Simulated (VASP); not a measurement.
# Ag (Im-3m) in VASP: a series of runs

Runs on Ag. Level: r2SCAN. Tasks: single point.

Program: VASP 6.6.1. These are calculated values, not measurements. Logs are shortened: lines on timing, memory, paths and dates and some standing lists are left out, and cuts for length are marked.

### Step 1. The cell of the first run

Symmetry: Im-3m, No. 229, cubic system. Conventional cell: a = 3.311 Å, b = 3.311 Å, c = 3.311 Å, α = 90.00°, β = 90.00°, γ = 90.00°. Within 3.8 Å of Ag (site symmetry m-3m) lie 14 Ag at 2.87 to 3.31 Å.

### Step 2. Single point, r2SCAN

File POSCAR:

```
Ag
1.0
   -1.6556540000      1.6556540000      1.6556540000
    1.6556540000     -1.6556540000      1.6556540000
    1.6556540000      1.6556540000     -1.6556540000
Ag
1
Direct
    0.0000000000      0.0000000000      0.0000000000
```

File INCAR.step1:

```
SYSTEM = Ag
PREC = Accurate
ENCUT = 520
ISMEAR = 0
SIGMA = 0.15
LREAL = .False.
LASPH = .True.
NELM = 80
NBANDS = 12
GGA = PE
ALGO = Normal
EDIFF = 1E-4
LWAVE = .True.
LCHARG = .False.
```

File INCAR.step2:

```
SYSTEM = Ag
PREC = Accurate
ENCUT = 520
EDIFF = 1E-6
ISMEAR = 0
SIGMA = 0.15
LREAL = .False.
LASPH = .True.
NELM = 80
ALGO = Normal
ISIF = 2
LWAVE = .False.
LCHARG = .False.
METAGGA = R2SCAN
LMIXTAU = .True.
NBANDS = 12
ISTART = 1
```

File KPOINTS:

```
regular mesh
0
Gamma
  20 20 20
  0 0 0
```

Potentials or basis: VASP PAW PBE potentials, release 64 (Ag).

The run is started by

```sh
> cat potpaw_PBE.64/Ag/POTCAR > POTCAR
> cp INCAR.step1 INCAR
> mpirun -np 1 vasp_std > vasp.out
> cp INCAR.step2 INCAR
> mpirun -np 1 vasp_std > vasp.out
```

OUTCAR:

```text
SYSTEM = Ag
   PREC = Accurate
   ENCUT = 520
   EDIFF = 1E-6
   ISMEAR = 0
   LREAL = .False.
   LASPH = .True.
   NELM = 80
   ISIF = 2
   METAGGA = R2SCAN
   ISTART = 1

 ion  position               nearest neighbor table
   1  0.000  0.000  0.000-

  LATTYP: Found a body centered cubic cell.
 ALAT       =     3.3113080000

  Lattice vectors:

 A1 = (  -1.6556540000,   1.6556540000,   1.6556540000)
 A2 = (   1.6556540000,  -1.6556540000,   1.6556540000)
 A3 = (   1.6556540000,   1.6556540000,  -1.6556540000)

Analysis of symmetry for initial positions (statically):
=====================================================================
 Subroutine PRICEL returns:
 Original cell was already a primitive cell.

 Routine SETGRP: Setting up the symmetry group for a
 body centered cubic supercell.

 Subroutine GETGRP returns: Found 48 space group operations
 (whereof 48 operations were pure point group operations)
 out of a pool of 48 trial point group operations.

The static configuration has the point symmetry O_h .

Analysis of symmetry for dynamics (positions and initial velocities):
=====================================================================
 Subroutine PRICEL returns:
 Original cell was already a primitive cell.

 Routine SETGRP: Setting up the symmetry group for a
 body centered cubic supercell.

 Subroutine GETGRP returns: Found 48 space group operations
 (whereof 48 operations were pure point group operations)
 out of a pool of 48 trial point group operations.

The dynamic configuration has the point symmetry O_h .

 Subroutine INISYM returns: Found 48 space group operations
 (whereof 48 operations are pure point group operations),
 and found     1 'primitive' translations

----------------------------------------------------------------------------------------

                                     Primitive cell

  volume of cell :      18.1538

  direct lattice vectors                    reciprocal lattice vectors
    -1.655654000  1.655654000  1.655654000     0.000000000  0.301995465  0.301995465
     1.655654000 -1.655654000  1.655654000     0.301995465  0.000000000  0.301995465
     1.655654000  1.655654000 -1.655654000     0.301995465  0.301995465  0.000000000

  length of vectors
     2.867676848  2.867676848  2.867676848     0.427086083  0.427086083  0.427086083

  position of ions in fractional coordinates (direct lattice)
     0.000000000  0.000000000  0.000000000

  ion indices of the primitive-cell ions
   primitive index   ion index
                 1           1

[... 78 lines left out ...]
   ISYM   =      2    0-nonsym 1-usesym 2-fastsym
   POTIM  = 0.5000    time-step for ionic-motion
   TEBEG  =    0.0;   TEEND  =   0.0 temperature during run
   PSTRESS=    0.0 pullay stress
   NELECT =      11.0000    total number of electrons
   NUPDOWN=      -1.0000    fix difference up-down
   EMIN   =  10.00;   EMAX   =-10.00  energy-range for DOS
   EFERMI =   0.00;   METHOD = LEGACY
   ISMEAR =     0;   SIGMA  =   0.15  broadening in eV -4-tet -1-fermi 0-gaus
   EFERMI_NEDOS =   21; number of points for ismear=-14 and -15
   IALGO  =     38    algorithm
   IMIX   =      4    mixing-type and parameters
     AMIX     =   0.40;   BMIX     =  1.00
     AMIX_MAG =   1.60;   BMIX_MAG =  1.00
  volume/ion in A,a.u.               =      18.15       122.51
  Fermi-wavevector in a.u.,A,eV,Ry     =   1.385318  2.617871 26.111022  1.919106
  Thomas-Fermi vector in A             =   2.509739
   LORBIT       =      0    0 simple, 1 ext, 2 COOP (PROOUT), +10 PAW based schemes
   METAGGA = R2SCAN    functional components
   LHFCALC =     F    Hartree Fock is set to
   AEXX    =    0.0000 exact exchange contribution
   IVDW    =     0    specifies the selected vdW correction
   LEPSILON=     F    determine dielectric tensor
   LRPA    =     F    only Hartree local field effects (RPA)
 non-spin polarized calculation
 Gauss-broadening in eV      SIGMA  =   0.15
  energy-cutoff  :      520.00
  volume of cell :       18.15
 maximum number of plane-waves:       498
 NGX is ok and might be reduce to    24
   NGX = 11   NGY = 11   NGZ = 11

 number of electron      11.0000001 magnetization

 Free energy of the ion-electron system (eV)
  ---------------------------------------------------
  ext. energy  EPLUGINS =         0.00000000
  ---------------------------------------------------
  free energy    TOTEN  =       -21.31581148 eV

  energy without entropy =      -21.31157083  energy(sigma->0) =      -21.31369115

 E-fermi :   7.6321     XC(G=0): -12.5335

 val. band max:        7.6308312429   @ k =  -0.3000   0.4000   0.2000
 cond. band min:       7.6386447909   @ k =   0.4000   0.0500   0.0500
 fundamental gap:      0.0078135480
 Fermi energy:         7.6320538380

 k-point     1 :       0.0000    0.0000    0.0000
  band No.  band energies     occupation
      1       0.1162      2.00000
      2       2.5695      2.00000
      3       2.5695      2.00000
      4       2.5695      2.00000
      5       3.7916      2.00000
      6       3.7916      2.00000
      7      26.0617      0.00000
      8      26.0617      0.00000
      9      26.0617      0.00000
     10      31.5540      0.00000
     11      31.5540      0.00000
     12      31.5540      0.00000
[... 331 lines left out ...]
 k-point    24 :       0.2500    0.1000    0.0000
  band No.  band energies     occupation
      1       1.6468      2.00000
      2       2.1375      2.00000
      3       3.1734      2.00000
      4       3.5774      2.00000
      5       3.8972      2.00000
      6       4.7264      2.00000
      7      17.6892      0.00000
      8      21.3924      0.00000
      9      23.5667      0.00000
     10      27.3541      0.00000
     11      30.3319      0.00000
     12      30.8374      0.00000

 [... further k-points ...]
[... 5 lines left out ...]
  --------------------------------------------------------------------------------------
  -------------------------------------------------------------------------------------
  Total       -0.3930819     -0.3930819     -0.3930819      0.0000000      0.0000000      0.0000000
  in kB      -34.6916409    -34.6916409    -34.6916409      0.0000000      0.0000000      0.0000000
  external PRESSURE =     -34.6916409 kB  Pullay stress =       0.0000000 kB

 VOLUME and BASIS-vectors are now :
 -----------------------------------------------------------------------------
  energy-cutoff  :      520.00
  volume of cell :       18.15
      direct lattice vectors                 reciprocal lattice vectors
    -1.655654000  1.655654000  1.655654000     0.000000000  0.301995465  0.301995465
     1.655654000 -1.655654000  1.655654000     0.301995465  0.000000000  0.301995465
     1.655654000  1.655654000 -1.655654000     0.301995465  0.301995465  0.000000000

 POSITION                                       TOTAL-FORCE (eV/Angst)
 -----------------------------------------------------------------------------------
      0.00000      0.00000      0.00000        -0.000000      0.000000     -0.000000
 -----------------------------------------------------------------------------------
    total drift:                                0.000000      0.000000      0.000000

  FREE ENERGIE OF THE ION-ELECTRON SYSTEM (eV)
  ---------------------------------------------------
  free  energy   TOTEN  =       -21.3158114785 eV

  energy  without entropy=      -21.3115708251  energy(sigma->0) =      -21.31369115
```

OSZICAR.step1:

```text
N       E                     dE             d eps       ncg     rms          rms(c)
DAV:   1     0.516823904240E+02    0.51682E+02   -0.54038E+03  6232   0.817E+02
DAV:   2    -0.208975505066E+01   -0.53772E+02   -0.51032E+02  7176   0.191E+02
DAV:   3    -0.291574507209E+01   -0.82599E+00   -0.82506E+00  7176   0.250E+01
DAV:   4    -0.291831987193E+01   -0.25748E-02   -0.25747E-02  6948   0.147E+00
DAV:   5    -0.291834145535E+01   -0.21583E-04   -0.21582E-04  6876   0.121E-01    0.443E+00
DAV:   6    -0.269298275339E+01    0.22536E+00   -0.94199E-01  6720   0.855E+00    0.300E+00
DAV:   7    -0.268730330442E+01    0.56794E-02   -0.55728E-03  6892   0.733E-01    0.173E+00
DAV:   8    -0.268491436606E+01    0.23889E-02   -0.72251E-04  6868   0.212E-01    0.638E-02
DAV:   9    -0.268492471522E+01   -0.10349E-04   -0.86181E-06  3536   0.249E-02
   1 F= -.26849247E+01 E0= -.26824697E+01  d E =-.491009E-02
```

It took 2 min on 1 thread of Intel Xeon Platinum 8488C (Sapphire Rapids), shared host; peak memory 0.18 GiB.

What came out:

| Property | Result |
| --- | --- |
| Free energy | -21.3158 eV |
| Pressure | -3.5 GPa |

Levels at points of the mesh, in eV from the Fermi level:
| k point | band 2 | band 3 | band 4 | band 5 | band 6 | band 7 | band 8 | band 9 |
| --- | --- | --- | --- | --- | --- | --- | --- | --- |
| (0.00, 0.00, 0.00) | -5.06 | -5.06 | -5.06 | -3.84 | -3.84 | 18.43 | 18.43 | 18.43 |
| (0.50, 0.00, 0.00) | -5.78 | -3.89 | -3.74 | -2.91 | 0.13 | 3.89 | 13.62 | 14.48 |
| (0.50, 0.50, 0.50) | -6.37 | -3.13 | -3.13 | -3.13 | 7.02 | 7.02 | 7.02 | 12.39 |

Caveat: the PAW data sets were made with another functional, which shifts forces and pressure a little.

### Step 3. Single point, r2SCAN

POSCAR is that of step 2.

File INCAR.step1:

```
  PREC = Accurate
  ENCUT = 520
  ISMEAR = 0
  SIGMA = 0.15
  LREAL = F
  LASPH = T
  NELM = 60
  NBANDS = 12
  GGA = PE
  ALGO = Normal
  EDIFF = 1E-4
  LWAVE = T
  LCHARG = F
```

File INCAR.step2:

```
  PREC = Accurate
  ENCUT = 520
  EDIFF = 1E-6
  ISMEAR = 0
  SIGMA = 0.15
  LREAL = F
  LASPH = T
  NELM = 60
  ALGO = Normal
  ISIF = 2
  LWAVE = F
  LCHARG = F
  METAGGA = R2SCAN
  LMIXTAU = T
  NBANDS = 12
  ISTART = 1
```

File KPOINTS:

```
regular mesh
0
Gamma
  22 22 22
```

Potentials or basis: VASP PAW PBE potentials, release 64 (Ag).

The run is started by

```sh
> cat potpaw_PBE.64/Ag/POTCAR > POTCAR
> cp INCAR.step1 INCAR
> mpirun -np 1 vasp_std > vasp.out
> cp INCAR.step2 INCAR
> mpirun -np 1 vasp_std > vasp.out
```

Wall time 2.6 min (1 thread of Intel Xeon Platinum 8488C (Sapphire Rapids), shared host); peak memory 0.2 GiB.

The run converged. Its results:

```
Free energy : -21.3169 eV
Pressure    : -3.5 GPa
```

Levels at points of the mesh, in eV from the Fermi level:
| k point | band 1 | band 2 | band 3 | band 4 | band 5 | band 6 | band 7 | band 8 | band 9 | band 10 |
| --- | --- | --- | --- | --- | --- | --- | --- | --- | --- | --- |
| (0.00, 0.00, 0.00) | -7.52 | -5.06 | -5.06 | -5.06 | -3.84 | -3.84 | 18.43 | 18.43 | 18.43 | 23.92 |
| (0.50, 0.00, 0.00) | -6.38 | -5.78 | -3.89 | -3.74 | -2.91 | 0.13 | 3.89 | 13.62 | 14.48 | 19.82 |
| (0.50, 0.50, 0.50) | -6.37 | -6.37 | -3.13 | -3.13 | -3.13 | 7.02 | 7.02 | 7.02 | 12.39 | 13.34 |

Caveat: the PAW data sets were made with another functional, which shifts forces and pressure a little.
